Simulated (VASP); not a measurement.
# Te2Mo (P2_1/m) in VASP: further runs, part 2 of 2

VASP 6.6.1. The steps go on from the part before.

### 4 Single point, PBE

This run uses another cell than the first one, of 24.29 Å³/atom, 0.923 times its volume.

Input file INCAR:

```
ALGO = Normal
EDIFF = 1E-6
ENCUT = 520
GGA = PE
ISIF = 2
ISMEAR = -1
LASPH = T
LCHARG = F
LREAL = F
LWAVE = F
NBANDS = 64
NELM = 60
PREC = Accurate
SIGMA = 0.05
```

Input file KPOINTS:

```
k-points
0
Gamma
  4 8 2
```

Input file POSCAR:

```
Te2Mo
1.0
    6.2444489722      0.0000000000      0.0000000000
    0.0000000000      3.4221158743      0.0000000000
   -0.9339986171      0.0000000000     13.6407411037
Te Mo
8 4
Direct
    0.9437000000      0.7500000000      0.6045000000
    0.0563000000      0.2500000000      0.3955000000
    0.9030000000      0.2500000000      0.8514000000
    0.0970000000      0.7500000000      0.1486000000
    0.4112000000      0.7500000000      0.8955000000
    0.5888000000      0.2500000000      0.1045000000
    0.4432000000      0.2500000000      0.6484000000
    0.5568000000      0.7500000000      0.3516000000
    0.8167000000      0.7500000000      0.9926000000
    0.1833000000      0.2500000000      0.0074000000
    0.6819000000      0.2500000000      0.4934000000
    0.3181000000      0.7500000000      0.5066000000
```

Potentials or basis: VASP PAW PBE potentials, release 64 (Te, Mo_sv).

Command:

```
$ cat potpaw_PBE.64/Te/POTCAR potpaw_PBE.64/Mo_sv/POTCAR > POTCAR
$ mpirun -np 1 vasp_std > vasp.out
```

OUTCAR:

```text
EDIFF = 1E-6
   ENCUT = 520
   GGA = PE
   ISIF = 2
   ISMEAR = -1
   LASPH = T
   LREAL = F
   NELM = 60
   PREC = Accurate

 ion  position               nearest neighbor table
   1  0.944  0.750  0.605-  11 2.75  11 2.75  12 2.77   2 3.44   2 3.44   7 3.57   7 3.57   7 3.65
                             7 3.65
   2  0.056  0.250  0.395-  12 2.75  12 2.75  11 2.77   1 3.44   1 3.44   8 3.57   8 3.57   8 3.65
                             8 3.65
   3  0.903  0.250  0.851-   9 2.66   9 2.66  10 2.67   5 3.60   5 3.60   5 3.62   5 3.62
   4  0.097  0.750  0.149-  10 2.66  10 2.66   9 2.67   6 3.60   6 3.60   6 3.62   6 3.62
   5  0.411  0.750  0.895-  10 2.76  10 2.76   9 2.78   6 3.45   6 3.45   3 3.60   3 3.60   3 3.62
                             3 3.62
   6  0.589  0.250  0.105-   9 2.76   9 2.76  10 2.78   5 3.45   5 3.45   4 3.60   4 3.60   4 3.62
                             4 3.62
   7  0.443  0.250  0.648-  12 2.66  12 2.66  11 2.67   1 3.57   1 3.57   1 3.65   1 3.65
   8  0.557  0.750  0.352-  11 2.66  11 2.66  12 2.67   2 3.57   2 3.57   2 3.65   2 3.65
   9  0.817  0.750  0.993-   3 2.66   3 2.66   4 2.67   6 2.76   6 2.76   5 2.78  10 2.85  10 2.85

  10  0.183  0.250  0.007-   4 2.66   4 2.66   3 2.67   5 2.76   5 2.76   6 2.78   9 2.85   9 2.85

  11  0.682  0.250  0.493-   8 2.66   8 2.66   7 2.67   1 2.75   1 2.75   2 2.77  12 2.86  12 2.86

  12  0.318  0.750  0.507-   7 2.66   7 2.66   8 2.67   2 2.75   2 2.75   1 2.77  11 2.86  11 2.86

  LATTYP: Found a simple monoclinic cell.
 ALAT       =     6.2444489722
 B/A-ratio  =     0.5480252765
 C/A-ratio  =     2.1895734597
 COS(beta)  =    -0.0683113066

  Lattice vectors:

 A1 = (   6.2444489722,   0.0000000000,   0.0000000000)
 A2 = (   0.0000000000,   3.4221158743,   0.0000000000)
 A3 = (  -0.9339986171,   0.0000000000,  13.6407411037)

Analysis of symmetry for initial positions (statically):
=====================================================================
 Subroutine PRICEL returns:
 Original cell was already a primitive cell.

 Routine SETGRP: Setting up the symmetry group for a
 simple monoclinic supercell.

 Subroutine GETGRP returns: Found  4 space group operations
 (whereof  2 operations were pure point group operations)
 out of a pool of  4 trial point group operations.

The static configuration has the point symmetry S_2 .
 The point group associated with its full space group is C_2h.

Analysis of symmetry for dynamics (positions and initial velocities):
=====================================================================
 Subroutine PRICEL returns:
 Original cell was already a primitive cell.

 Routine SETGRP: Setting up the symmetry group for a
 simple monoclinic supercell.

 Subroutine GETGRP returns: Found  4 space group operations
 (whereof  2 operations were pure point group operations)
 out of a pool of  4 trial point group operations.

The dynamic configuration has the point symmetry S_2 .
 The point group associated with its full space group is C_2h.

 Subroutine INISYM returns: Found  4 space group operations
 (whereof  2 operations are pure point group operations),
 and found     1 'primitive' translations

----------------------------------------------------------------------------------------

                                     Primitive cell

  volume of cell :     291.4921

[... 94 lines left out ...]
   dimension x,y,z NGXF=    96 NGYF=   56 NGZF=  216
   ions per type =               8   4
   NGX,Y,Z   is equivalent  to a cutoff of  12.78, 13.60, 13.13 a.u.
   NGXF,Y,Z  is equivalent  to a cutoff of  25.56, 27.20, 26.26 a.u.
 SYSTEM =  unknown system
   PREC   = accura    normal or accurate (medium, high low for compatibility)
   ISTART =      0    job   : 0-new  1-cont  2-samecut
   ICHARG =      2    charge: 1-file 2-atom 10-const
   ISPIN  =      1    spin polarized calculation?
   LNONCOLLINEAR =      F non collinear calculations
   LSORBIT =      F    spin-orbit coupling
   LASPH  =      T    aspherical Exc in radial PAW
   ENCUT  =  520.0 eV  38.22 Ry    6.18 a.u.  11.61  6.36 25.42*2*pi/ulx,y,z
   NELM   =     60;   NELMIN=  2; NELMDL= -5     # of ELM steps
   EDIFF  = 0.1E-05   stopping-criterion for ELM
   LREAL  =      F    real-space projection
   EDIFFG = 0.1E-04   stopping-criterion for IOM
   NSW    =      0    number of steps for IOM
   IBRION =     -1    ionic relax: 0-MD 1-quasi-New 2-CG
   NFREE  =      0    steps in history (QN), initial steepest desc. (CG)
   ISIF   =      2    stress and relaxation
   ISYM   =      2    0-nonsym 1-usesym 2-fastsym
   POTIM  = 0.5000    time-step for ionic-motion
   TEBEG  =    0.0;   TEEND  =   0.0 temperature during run
   PSTRESS=    0.0 pullay stress
   NELECT =     104.0000    total number of electrons
   NUPDOWN=      -1.0000    fix difference up-down
   EMIN   =  10.00;   EMAX   =-10.00  energy-range for DOS
   EFERMI =   0.00;   METHOD = LEGACY
   ISMEAR =    -1;   SIGMA  =   0.05  broadening in eV -4-tet -1-fermi 0-gaus
   EFERMI_NEDOS =   21; number of points for ismear=-14 and -15
   IALGO  =     38    algorithm
   IMIX   =      4    mixing-type and parameters
     AMIX     =   0.40;   BMIX     =  1.00
     AMIX_MAG =   1.60;   BMIX_MAG =  1.00
  volume/ion in A,a.u.               =      24.29       163.92
  Fermi-wavevector in a.u.,A,eV,Ry     =   1.161120  2.194198 18.343362  1.348199
  Thomas-Fermi vector in A             =   2.297695
   LORBIT       =      0    0 simple, 1 ext, 2 COOP (PROOUT), +10 PAW based schemes
   GGA     = PE    functional components
   LHFCALC =     F    Hartree Fock is set to
   AEXX    =    0.0000 exact exchange contribution
   IVDW    =     0    specifies the selected vdW correction
   LEPSILON=     F    determine dielectric tensor
   LRPA    =     F    only Hartree local field effects (RPA)
 non-spin polarized calculation
  energy-cutoff  :      520.00
  volume of cell :      291.49
 maximum number of plane-waves:      7882
 NGX is ok and might be reduce to    48
   NGX = 23   NGY = 13   NGZ = 51

 number of electron     103.9999998 magnetization

 Free energy of the ion-electron system (eV)
  ---------------------------------------------------
  ext. energy  EPLUGINS =         0.00000000
  ---------------------------------------------------
  free energy    TOTEN  =       -71.44139575 eV

  energy without entropy =      -71.40710511  energy(sigma->0) =      -71.42425043

 E-fermi :   8.8035     XC(G=0): -10.5578

 val. band max:        8.8005756174   @ k =   0.0000   0.0000   0.5000
 cond. band min:       8.8322379173   @ k =   0.2500   0.1250   0.0000
 fundamental gap:      0.0316622999
 Fermi energy:         8.8034559073

 k-point     1 :       0.0000    0.0000    0.0000
  band No.  band energies     occupation
      1     -52.2455      2.00000
      2     -52.2203      2.00000
      3     -52.1777      2.00000
      4     -52.1508      2.00000
      5     -26.5394      2.00000
      6     -26.5175      2.00000
[... 1597 lines left out ...]
     63      11.1922      0.00000
     64      11.3393      0.00000

 [... further k-points ...]

------------------------ aborting loop because EDIFF is reached ----------------------------------------

  FORCE on cell =-STRESS in cart. coord.  units (eV):
  Direction    XX          YY          ZZ          XY          YZ          ZX
  --------------------------------------------------------------------------------------
  -------------------------------------------------------------------------------------
  Total       13.8961113     12.3835501     12.9188958      0.0000000      0.0000000      0.1475946
  in kB       76.3795453     68.0657996     71.0083104      0.0000000      0.0000000      0.8112489
  external PRESSURE =      71.8178851 kB  Pullay stress =       0.0000000 kB

 VOLUME and BASIS-vectors are now :
 -----------------------------------------------------------------------------
  energy-cutoff  :      520.00
  volume of cell :      291.49
      direct lattice vectors                 reciprocal lattice vectors
     6.244448972  0.000000000  0.000000000     0.160142233  0.000000000  0.010965139
     0.000000000  3.422115874  0.000000000     0.000000000  0.292216873  0.000000000
    -0.933998617  0.000000000 13.640741104     0.000000000  0.000000000  0.073309800

 POSITION                                       TOTAL-FORCE (eV/Angst)
 -----------------------------------------------------------------------------------
      5.32828      2.56659      8.24583         0.125633     -0.000000      0.445250
     -0.01783      0.85553      5.39491        -0.125633      0.000000     -0.445250
      4.84353      0.85553     11.61373        -0.005594     -0.000000     -0.820369
      0.46692      2.56659      2.02701         0.005594     -0.000000      0.820369
      1.73132      2.56659     12.21528         0.097915     -0.000000     -0.397431
      3.57913      0.85553      1.42546        -0.097915     -0.000000      0.397431
      2.16194      0.85553      8.84466        -0.029873      0.000000      0.774767
      3.14852      2.56659      4.79608         0.029873     -0.000000     -0.774767
      4.17275      2.56659     13.53980        -0.085045     -0.000000      0.078126
      1.13770      0.85553      0.10094         0.085045     -0.000000     -0.078126
      3.79725      0.85553      6.73034        -0.029085     -0.000000      0.108234
      1.51320      2.56659      6.91040         0.029085     -0.000000     -0.108234
 -----------------------------------------------------------------------------------
    total drift:                               -0.000000      0.000000      0.000000

  FREE ENERGIE OF THE ION-ELECTRON SYSTEM (eV)
  ---------------------------------------------------
  free  energy   TOTEN  =       -71.4413957543 eV

  energy  without entropy=      -71.4071051083  energy(sigma->0) =      -71.42425043
```

It took 6.5 min on 1 thread of Intel Xeon 6975P-C (Granite Rapids), shared host; peak memory 0.63 GiB.

Results:

```
Free energy            : -71.4414 eV
Pressure               : 7.2 GPa
Largest force          : 0.820 eV/Å
Band gap on the k mesh : zero (band 52 reaches 8.95 eV, above the bottom of band 53 at 8.68 eV)
```

Forces in eV/Å, atoms in the order of the input:
```
Te   0.126  0.000  0.445
Te  -0.126  0.000 -0.445
Te  -0.006  0.000 -0.820
Te   0.006  0.000  0.820
Te   0.098  0.000 -0.397
Te  -0.098  0.000  0.397
Te  -0.030  0.000  0.775
Te   0.030  0.000 -0.775
Mo  -0.085  0.000  0.078
Mo   0.085  0.000 -0.078
Mo  -0.029  0.000  0.108
Mo   0.029  0.000 -0.108
```

Caveat: spin-orbit coupling is left out, which moves the levels of the heavy elements.

### 5 Single point, PBE exchange alone

This run uses another cell than the first one, of 23.78 Å³/atom, 0.904 times its volume.

Input file INCAR:

```
PREC     = Accurate       # precision mode
ENCUT    = 520            # plane-wave cutoff, eV
EDIFF    = 1E-6           # SCF threshold, eV
ISMEAR   = -1             # smearing method
SIGMA    = 0.05           # smearing width, eV
LREAL    = False          # projectors in reciprocal space
LASPH    = True           # aspherical terms in the spheres
NELM     = 60             # most SCF steps
ALGO     = Normal         # electronic algorithm
ISIF     = 2              # what is computed and relaxed
LWAVE    = False          # write WAVECAR
LCHARG   = False          # write CHGCAR
GGA      = PE             # functional
ALDAC    = 0.0          
AGGAC    = 0.0          
NBANDS   = 64             # bands
```

Input file KPOINTS:

```
regular mesh
0
Gamma
  4 8 2
```

Changes to POSCAR since step 4:

```diff
@@ -2,5 +2,5 @@
 1.0
-    6.2444489722      0.0000000000      0.0000000000
-    0.0000000000      3.4221158743      0.0000000000
-   -0.9339986171      0.0000000000     13.6407411037
+    6.2007800682      0.0000000000      0.0000000000
+    0.0000000000      3.3981842111      0.0000000000
+   -0.9274669445      0.0000000000     13.5453481849
 Te Mo
```

Command:

```
$ cat potpaw_PBE.64/Te/POTCAR potpaw_PBE.64/Mo_sv/POTCAR > POTCAR
$ mpirun -np 1 vasp_std > vasp.out
```

Wall time 8.5 min (1 thread of AMD EPYC 9R14 (Zen 4), shared host); peak memory 0.62 GiB.

Results (log left out):

```yaml
Free_energy: -46.6835 eV
Pressure: 25.4 GPa
Largest_force: 2.270 eV/Å
Band_gap_on_the_k_mesh: zero (band 52 reaches 10.82 eV, above the bottom of band 53 at 10.56 eV)
```

Forces in eV/Å, atoms in the order of the input:
```
Te   0.187  0.000  1.516
Te  -0.187  0.000 -1.516
Te  -0.030  0.000 -2.270
Te   0.030  0.000  2.270
Te   0.124  0.000 -1.453
Te  -0.124  0.000  1.453
Te  -0.108  0.000  2.219
Te   0.108  0.000 -2.219
Mo  -0.357  0.000  0.094
Mo   0.357  0.000 -0.094
Mo   0.209  0.000  0.148
Mo  -0.209  0.000 -0.148
```

Stress tensor (GPa, compression positive):
```
25.82  0.00  0.07
 0.00 25.53  0.00
 0.07  0.00 24.73
```

Levels at points of the mesh, in eV from the Fermi level:
```tsv
k point	band 50	band 51	band 52	band 53	band 54	band 55
(0.00, 0.00, 0.00)	-0.13	0.10	0.15	0.45	0.73	0.96
(0.50, 0.00, 0.00)	-0.90	-0.65	-0.55	-0.12	-0.04	0.98
(0.00, 0.50, 0.00)	-1.63	-1.53	-1.53	1.06	1.06	1.25
(0.50, 0.50, 0.00)	-1.13	-1.04	-1.04	1.08	1.08	1.15
(0.00, 0.00, 0.50)	-0.01	-0.01	0.00	0.46	0.60	0.98
(0.50, 0.00, 0.50)	-0.90	-0.69	-0.41	-0.06	0.00	0.94
(0.00, 0.50, 0.50)	-1.69	-1.57	-1.57	1.03	1.03	1.24
(0.50, 0.50, 0.50)	-1.12	-1.03	-1.03	1.09	1.09	1.11
```

Caveat: spin-orbit coupling is left out, which moves the levels of the heavy elements; forces of over 1 eV/Å act on the atoms, so gaps and moduli don't describe the material at rest.

### 6 The runs side by side

```csv
level,cell,gap on the mesh (eV),pressure (GPa),largest force (eV/Å)
PBE,"a = 6.413, b = 3.515, c = 14.042 Å, angles 90.0, 93.9, 90.0°, 12 atoms",none,-1.2,0.44
RPBE+D3(BJ),"a = 6.244, b = 3.422, c = 13.673 Å, angles 90.0, 93.9, 90.0°, 12 atoms",none,-14.6,0.55
PBE,"a = 6.244, b = 3.422, c = 13.673 Å, angles 90.0, 93.9, 90.0°, 12 atoms",none,7.2,0.82
PBE exchange alone,"a = 6.201, b = 3.398, c = 13.577 Å, angles 90.0, 93.9, 90.0°, 12 atoms",none,25.4,2.27
```

Alike in all rows: task single point; potentials or basis VASP PAW PBE potentials, release 64 (Te, Mo_sv); no spin polarisation; k mesh 4 × 8 × 2; cutoff (eV) 520; smearing fermi-dirac 0.05 eV.

Caveats: spin-orbit coupling is left out, which moves the levels of the heavy elements; the PAW data sets were made with another functional, which shifts forces and pressure a little (some runs); pairwise dispersion overbinds metals, which lowers pressure and volume (some runs); forces of over 1 eV/Å act on the atoms, so gaps and moduli don't describe the material at rest (some runs).

Total energies depend on the potentials used, so only differences within one code and one set of settings carry meaning.
